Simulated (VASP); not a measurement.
# Se (P3_121) in VASP: notebook, part 2 of 2

VASP 6.6.1. The steps go on from the part before.

**4. Electric field gradients, LDA (equal xx and yy strain of +1 %)**

INCAR reads:

```
SYSTEM = Se
PREC = Accurate
ENCUT = 520
EDIFF = 1E-8
ISMEAR = -1
SIGMA = 0.03
LREAL = .FALSE.
LASPH = .TRUE.
NELM = 80
ALGO = Normal
ISIF = 2
LWAVE = .FALSE.
LCHARG = .FALSE.
LEFG = .TRUE.
NBANDS = 16
```

KPOINTS reads:

```
regular mesh
0
G
  6 6 5
  0 0 0
```

POSCAR reads:

```
Se
1.0
    4.4098619484      0.0000000000      0.0000000000
   -2.2049309742      3.8190524745      0.0000000000
    0.0000000000      0.0000000000      4.9536000000
Se
3
Direct
    0.2254000000      0.0000000000      0.3333333333
    0.0000000000      0.2254000000      0.6666666667
    0.7746000000      0.7746000000      0.0000000000
```

Potentials or basis: VASP PAW LDA potentials, release 64 (Se).

The run is started by

```console
$ cat potpaw_LDA.64/Se/POTCAR > POTCAR
$ mpirun -np 1 vasp_std > vasp.out
```

OUTCAR:

```text
SYSTEM = Se
   PREC = Accurate
   ENCUT = 520
   EDIFF = 1E-8
   ISMEAR = -1
   LREAL = .FALSE.
   LASPH = .TRUE.
   NELM = 80
   ISIF = 2

 ion  position               nearest neighbor table
   1  0.225  0.000  0.333-   3 2.39   2 2.39
   2  0.000  0.225  0.667-   3 2.39   1 2.39
   3  0.775  0.775  0.000-   1 2.39   2 2.39

  LATTYP: Found a hexagonal cell.
 ALAT       =     4.4098619484
 C/A-ratio  =     1.1233004702

  Lattice vectors:

 A1 = (   4.4098619484,   0.0000000000,   0.0000000000)
 A2 = (  -2.2049309742,   3.8190524745,   0.0000000000)
 A3 = (   0.0000000000,   0.0000000000,   4.9536000000)

Analysis of symmetry for initial positions (statically):
=====================================================================
 Subroutine PRICEL returns:
 Original cell was already a primitive cell.

 Routine SETGRP: Setting up the symmetry group for a
 hexagonal supercell.

 Subroutine GETGRP returns: Found  6 space group operations
 (whereof  2 operations were pure point group operations)
 out of a pool of 24 trial point group operations.

The static configuration has the point symmetry C_2 .
 The point group associated with its full space group is D_3 .

Analysis of symmetry for dynamics (positions and initial velocities):
=====================================================================
 Subroutine PRICEL returns:
 Original cell was already a primitive cell.

 Routine SETGRP: Setting up the symmetry group for a
 hexagonal supercell.

 Subroutine GETGRP returns: Found  6 space group operations
 (whereof  2 operations were pure point group operations)
 out of a pool of 24 trial point group operations.

The dynamic configuration has the point symmetry C_2 .
 The point group associated with its full space group is D_3 .

 Subroutine INISYM returns: Found  6 space group operations
 (whereof  2 operations are pure point group operations),
 and found     1 'primitive' translations

----------------------------------------------------------------------------------------

                                     Primitive cell

  volume of cell :      83.4260

  direct lattice vectors                    reciprocal lattice vectors
     4.409861948  0.000000000  0.000000000     0.226764468  0.130922527  0.000000000
    -2.204930974  3.819052474  0.000000000     0.000000000  0.261845054  0.000000000
     0.000000000  0.000000000  4.953600000     0.000000000  0.000000000  0.201873385

  length of vectors
     4.409861948  4.409861948  4.953600000     0.261845054  0.261845054  0.201873385

  position of ions in fractional coordinates (direct lattice)
     0.225400000  0.000000000  0.333333333
     0.000000000  0.225400000  0.666666667
     0.774600000  0.774600000  0.000000000

  ion indices of the primitive-cell ions
   primitive index   ion index
                 1           1
                 2           2
                 3           3

----------------------------------------------------------------------------------------

 KPOINTS: regular mesh

[... 75 lines left out ...]
   POTIM  = 0.5000    time-step for ionic-motion
   TEBEG  =    0.0;   TEEND  =   0.0 temperature during run
   PSTRESS=    0.0 pullay stress
   NELECT =      18.0000    total number of electrons
   NUPDOWN=      -1.0000    fix difference up-down
   EMIN   =  10.00;   EMAX   =-10.00  energy-range for DOS
   EFERMI =   0.00;   METHOD = LEGACY
   ISMEAR =    -1;   SIGMA  =   0.03  broadening in eV -4-tet -1-fermi 0-gaus
   EFERMI_NEDOS =   21; number of points for ismear=-14 and -15
   IALGO  =     38    algorithm
   IMIX   =      4    mixing-type and parameters
     AMIX     =   0.40;   BMIX     =  1.00
     AMIX_MAG =   1.60;   BMIX_MAG =  1.00
  volume/ion in A,a.u.               =      27.81       187.66
  Fermi-wavevector in a.u.,A,eV,Ry     =   0.981895  1.855513 13.117625  0.964118
  Thomas-Fermi vector in A             =   2.112937
   LORBIT       =      0    0 simple, 1 ext, 2 COOP (PROOUT), +10 PAW based schemes
   GGA     = CA    functional components
   LHFCALC =     F    Hartree Fock is set to
   AEXX    =    0.0000 exact exchange contribution
   IVDW    =     0    specifies the selected vdW correction
   LEPSILON=     F    determine dielectric tensor
   LRPA    =     F    only Hartree local field effects (RPA)
 non-spin polarized calculation
  energy-cutoff  :      520.00
  volume of cell :       83.43
 maximum number of plane-waves:      2262
 NGX is ok and might be reduce to    36
   NGX = 17   NGY = 17   NGZ = 19

 number of electron      17.9999999 magnetization

 Free energy of the ion-electron system (eV)
  ---------------------------------------------------
  ext. energy  EPLUGINS =         0.00000000
  ---------------------------------------------------
  free energy    TOTEN  =       -12.30419810 eV

  energy without entropy =      -12.30419810  energy(sigma->0) =      -12.30419810

 E-fermi :   2.9655     XC(G=0):  -9.0991

 val. band max:        2.3570726760   @ k =  -0.1667   0.5000   0.4000
 cond. band min:       3.5337164771   @ k =   0.0000   0.0000   0.4000
 fundamental gap:      1.1766438011
 Fermi energy:         2.9655022079

 k-point     1 :       0.0000    0.0000    0.0000
  band No.  band energies     occupation
      1     -13.2782      2.00000
      2      -9.2395      2.00000
      3      -9.2395      2.00000
      4      -1.3564      2.00000
      5      -1.3564      2.00000
      6      -1.2799      2.00000
[... 433 lines left out ...]
      3      -7.8014      2.00000
      4      -2.7952      2.00000
      5      -1.9420      2.00000
      6      -1.3556      2.00000
[... 8 lines left out ...]
     15      10.2403      0.00000
     16      10.6596      0.00000

 [... further k-points ...]
[... 5 lines left out ...]
  --------------------------------------------------------------------------------------
  -------------------------------------------------------------------------------------
  Total       -1.2051544     -1.2051544     -0.5952787      0.0000000      0.0000000     -0.0000000
  in kB      -23.1447092    -23.1447092    -11.4321882      0.0000000      0.0000000     -0.0000000
  external PRESSURE =     -19.2405356 kB  Pullay stress =       0.0000000 kB

 VOLUME and BASIS-vectors are now :
 -----------------------------------------------------------------------------
  energy-cutoff  :      520.00
  volume of cell :       83.43
      direct lattice vectors                 reciprocal lattice vectors
     4.409861948  0.000000000  0.000000000     0.226764468  0.130922527  0.000000000
    -2.204930974  3.819052474  0.000000000     0.000000000  0.261845054  0.000000000
     0.000000000  0.000000000  4.953600000     0.000000000  0.000000000  0.201873385

 POSITION                                       TOTAL-FORCE (eV/Angst)
 -----------------------------------------------------------------------------------
      0.99398      0.00000      1.65120         0.070148      0.000000      0.000000
     -0.49699      0.86081      3.30240        -0.035074      0.060750     -0.000000
      1.70794      2.95824      0.00000        -0.035074     -0.060750     -0.000000
 -----------------------------------------------------------------------------------
    total drift:                                0.000002      0.000003     -0.000000

  FREE ENERGIE OF THE ION-ELECTRON SYSTEM (eV)
  ---------------------------------------------------
  free  energy   TOTEN  =       -12.3041981008 eV

  energy  without entropy=      -12.3041981005  energy(sigma->0) =      -12.30419810

 Electric field gradients (V/A^2)
---------------------------------------------------------------------
 ion       V_xx      V_yy      V_zz      V_xy      V_xz      V_yz
---------------------------------------------------------------------
   1     170.223  -333.647   163.424     0.000    -0.000   333.151
   2    -207.680    44.256   163.424  -218.182  -288.518  -166.576
   3    -207.680    44.256   163.424   218.183   288.518  -166.576
---------------------------------------------------------------------

 Electric field gradients after diagonalization (V/A^2)
 (convention: |V_zz| > |V_xx| > |V_yy|)
----------------------------------------------------------------------
 ion       V_xx      V_yy      V_zz     asymmetry (V_yy - V_xx)/ V_zz
----------------------------------------------------------------------
   1     330.532   170.223  -500.755       0.320
   2     330.532   170.223  -500.755       0.320
   3     330.533   170.223  -500.756       0.320
----------------------------------------------------------------------

           NMR quadrupolar parameters

 Cq : quadrupolar parameter    Cq=e*Q*V_zz/h
 eta: asymmetry parameters     (V_yy - V_xx)/ V_zz
 Q  : nuclear electric quadrupole moment in mb (millibarn)
----------------------------------------------------------------------
 ion       Cq(MHz)       eta       Q (mb)
----------------------------------------------------------------------
   1      -1.211       0.320       1.000
   2      -1.211       0.320       1.000
   3      -1.211       0.320       1.000
----------------------------------------------------------------------
```

It took 40 s on 1 thread of Intel Xeon 8259CL, shared host; peak memory 0.18 GiB.

Results:

```
Free energy                             : -12.3042 eV
Pressure                                : -1.9 GPa
Largest force                           : 0.070 eV/Å
Band gap on the k mesh                  : 1.18 eV (least direct gap 1.45 eV)
Largest electric field gradient by atom : Se -500.8 V/Å²
```

Forces in eV/Å, atoms in the order of the input:
```
Se   0.070  0.000  0.000
Se  -0.035  0.061  0.000
Se  -0.035 -0.061  0.000
```

Levels at points of the mesh, in eV from the valence-band top:
```csv
k point,band 6,band 7,band 8,band 9,band 10,band 11,band 12,band 13
"(0.00, 0.00, 0.00)",-3.64,-1.90,-1.90,-0.28,1.90,1.90,2.16,5.94
"(0.50, 0.00, 0.00)",-3.30,-2.75,-1.65,-0.86,1.94,2.32,4.06,5.26
```

Electric field gradients, principal values (V/Å²):
```tsv
atom	least	middle	greatest (by size)
1 Se	170.223	330.532	-500.755
2 Se	170.223	330.532	-500.755
3 Se	170.223	330.533	-500.756
```

Caveat: the cell differs from its parent crystal (equal xx and yy strain of +1 %); without QUAD_EFG the Cq values of the log hold for a quadrupole moment of 1 mb, not for the nuclei; an odd mesh through Γ misses points on the zone boundary, where band edges can lie.

**5. Electric field gradients, LDA (equal xx and yy strain of +2 %)**

INCAR reads:

```
  ALGO = Normal
  EDIFF = 1E-8
  ENCUT = 520
  GGA = CA
  ISIF = 2
  ISMEAR = -1
  LASPH = True
  LCHARG = False
  LEFG = True
  LREAL = False
  LWAVE = False
  NBANDS = 16
  NELM = 80
  PREC = Accurate
  SIGMA = 0.03
```

KPOINTS reads:

```
k-points
0
Gamma
  6 6 5
```

POSCAR reads:

```
Se
1.0
    4.4535239479      0.0000000000      0.0000000000
   -2.2267619740      3.8568648753      0.0000000000
    0.0000000000      0.0000000000      4.9536000000
Se
3
Direct
    0.2254000000      0.0000000000      0.3333333333
    0.0000000000      0.2254000000      0.6666666667
    0.7746000000      0.7746000000      0.0000000000
```

Potentials or basis: VASP PAW LDA potentials, release 64 (Se).

The run is started by

```console
$ cat potpaw_LDA.64/Se/POTCAR > POTCAR
$ mpirun -np 1 vasp_std > vasp.out
```

OUTCAR:

```text
EDIFF = 1E-8
   ENCUT = 520
   GGA = CA
   ISIF = 2
   ISMEAR = -1
   LASPH = True
   LREAL = False
   NELM = 80
   PREC = Accurate

 ion  position               nearest neighbor table
   1  0.225  0.000  0.333-   3 2.40   2 2.40
   2  0.000  0.225  0.667-   3 2.40   1 2.40
   3  0.775  0.775  0.000-   1 2.40   2 2.40

  LATTYP: Found a hexagonal cell.
 ALAT       =     4.4535239479
 C/A-ratio  =     1.1122877205

  Lattice vectors:

 A1 = (   4.4535239479,   0.0000000000,   0.0000000000)
 A2 = (  -2.2267619740,   3.8568648753,   0.0000000000)
 A3 = (   0.0000000000,   0.0000000000,   4.9536000000)

Analysis of symmetry for initial positions (statically):
=====================================================================
 Subroutine PRICEL returns:
 Original cell was already a primitive cell.

 Routine SETGRP: Setting up the symmetry group for a
 hexagonal supercell.

 Subroutine GETGRP returns: Found  6 space group operations
[... 651 lines left out ...]
     0.000000000  0.000000000  4.953600000     0.000000000  0.000000000  0.201873385

 POSITION                                       TOTAL-FORCE (eV/Angst)
 -----------------------------------------------------------------------------------
      1.00382      0.00000      1.65120        -0.115236     -0.000000      0.000000
     -0.50191      0.86934      3.30240         0.057618     -0.099797     -0.000000
      1.72485      2.98753      0.00000         0.057618      0.099797     -0.000000
 -----------------------------------------------------------------------------------
    total drift:                                0.000002      0.000003     -0.000000

  FREE ENERGIE OF THE ION-ELECTRON SYSTEM (eV)
  ---------------------------------------------------
  free  energy   TOTEN  =       -12.2764947429 eV

  energy  without entropy=      -12.2764947427  energy(sigma->0) =      -12.27649474

 Electric field gradients (V/A^2)
---------------------------------------------------------------------
 ion       V_xx      V_yy      V_zz      V_xy      V_xz      V_yz
---------------------------------------------------------------------
   1     175.549  -333.729   158.180     0.000    -0.000   340.119
   2    -206.410    48.230   158.180  -220.524  -294.551  -170.059
   3    -206.410    48.229   158.181   220.524   294.551  -170.059
---------------------------------------------------------------------

 Electric field gradients after diagonalization (V/A^2)
 (convention: |V_zz| > |V_xx| > |V_yy|)
----------------------------------------------------------------------
 ion       V_xx      V_yy      V_zz     asymmetry (V_yy - V_xx)/ V_zz
----------------------------------------------------------------------
   1     331.957   175.549  -507.506       0.308
   2     331.957   175.549  -507.506       0.308
   3     331.957   175.549  -507.506       0.308
----------------------------------------------------------------------

           NMR quadrupolar parameters

 Cq : quadrupolar parameter    Cq=e*Q*V_zz/h
 eta: asymmetry parameters     (V_yy - V_xx)/ V_zz
 Q  : nuclear electric quadrupole moment in mb (millibarn)
----------------------------------------------------------------------
 ion       Cq(MHz)       eta       Q (mb)
----------------------------------------------------------------------
   1      -1.227       0.308       1.000
   2      -1.227       0.308       1.000
   3      -1.227       0.308       1.000
----------------------------------------------------------------------
```

stdout:

```text
POSCAR found type information on POSCAR Se
 POSCAR found :  1 types and       3 ions
 scaLAPACK will be used
 LDA part: xc-table for (Slater(with rela. corr.)+CA(PZ))
 , standard interpolation
 POSCAR, INCAR and KPOINTS ok, starting setup
 FFT: planning ... GRIDC
 FFT: planning ... GRID_SOFT
 FFT: planning ... GRID
 WAVECAR not read
 entering main loop
ion   1

ion   2
     0.0000499     3.3788628     2.5365479    -1.9936114     4.3934298     1.9507873
     0.0000687     3.3788628     2.5365479    -1.9936114     4.3934298     1.9507873
     0.0000946     3.3788627     2.5365479    -1.9936114     4.3934298     1.9507873
     0.0001302     3.3788627     2.5365478    -1.9936114     4.3934297     1.9507873

     0.0000499   201.9285733   155.6357597  -125.3025813   269.5690433   116.5835161
     0.0000687   201.9236957   155.6319967  -125.2995496   269.5625255   116.5807001
     0.0000946   201.9157896   155.6258973  -125.2946359   269.5519611   116.5761355
     0.0001302   201.9030380   155.6160602  -125.2867113   269.5349227   116.5687733

ion   3
     0.0000499    -3.3788628     2.5365479    -1.9936114    -4.3934298     1.9507873
     0.0000687    -3.3788628     2.5365479    -1.9936114    -4.3934298     1.9507873
     0.0000946    -3.3788627     2.5365479    -1.9936114    -4.3934298     1.9507873
     0.0001302    -3.3788627     2.5365478    -1.9936114    -4.3934297     1.9507873

     0.0000499  -201.9285733   155.6357597  -125.3025813  -269.5690433   116.5835161
     0.0000687  -201.9236958   155.6319967  -125.2995496  -269.5625255   116.5807001
     0.0000946  -201.9157897   155.6258973  -125.2946359  -269.5519611   116.5761355
     0.0001302  -201.9030380   155.6160602  -125.2867113  -269.5349227   116.5687733
```

It took 49 s on 1 thread of Intel Xeon 8259CL, shared host; peak memory 0.19 GiB.

What came out:

```
Free energy                             : -12.2765 eV
Pressure                                : -2.7 GPa
Largest force                           : 0.115 eV/Å
Band gap on the k mesh                  : 1.17 eV (least direct gap 1.48 eV)
Largest electric field gradient by atom : Se -507.5 V/Å²
```

Forces on the atoms (eV/Å):
```
Se  -0.115  0.000  0.000
Se   0.058 -0.100  0.000
Se   0.058  0.100  0.000
```

Levels at points of the mesh, in eV from the valence-band top:
| k point | band 7 | band 8 | band 9 | band 10 | band 11 | band 12 |
| --- | --- | --- | --- | --- | --- | --- |
| (0.00, 0.00, 0.00) | -1.84 | -1.84 | -0.26 | 1.90 | 1.90 | 2.13 |
| (0.50, 0.00, 0.00) | -2.66 | -1.60 | -0.82 | 1.94 | 2.31 | 3.97 |

Electric field gradients, principal values (V/Å²):
| atom | least | middle | greatest (by size) |
| --- | --- | --- | --- |
| 1 Se | 175.549 | 331.957 | -507.506 |
| 2 Se | 175.549 | 331.957 | -507.506 |
| 3 Se | 175.549 | 331.957 | -507.506 |

Caveat: the cell differs from its parent crystal (equal xx and yy strain of +2 %); without QUAD_EFG the Cq values of the log hold for a quadrupole moment of 1 mb, not for the nuclei; an odd mesh through Γ misses points on the zone boundary, where band edges can lie.

**6. Summary**

| cell | gap on the mesh (eV) | pressure (GPa) | largest force (eV/Å) |
| --- | --- | --- | --- |
| a = 4.323, b = 4.323, c = 4.954 Å, angles 90.0, 90.0, 120.0°, 3 atoms | 1.19 | -0.1 | 0.46 |
| a = 4.410, b = 4.410, c = 4.954 Å, angles 90.0, 90.0, 120.0°, 3 atoms | 1.18 | -1.9 | 0.07 |
| a = 4.454, b = 4.454, c = 4.954 Å, angles 90.0, 90.0, 120.0°, 3 atoms | 1.17 | -2.7 | 0.12 |

Alike in all rows: task electric field gradients; level LDA; potentials or basis VASP PAW LDA potentials, release 64 (Se); no spin polarisation; k mesh 6 × 6 × 5; cutoff (eV) 520; smearing fermi-dirac 0.03 eV.

Caveats: an odd mesh through Γ misses points on the zone boundary, where band edges can lie.

Absolute energies hang on the potentials; compare differences alone.
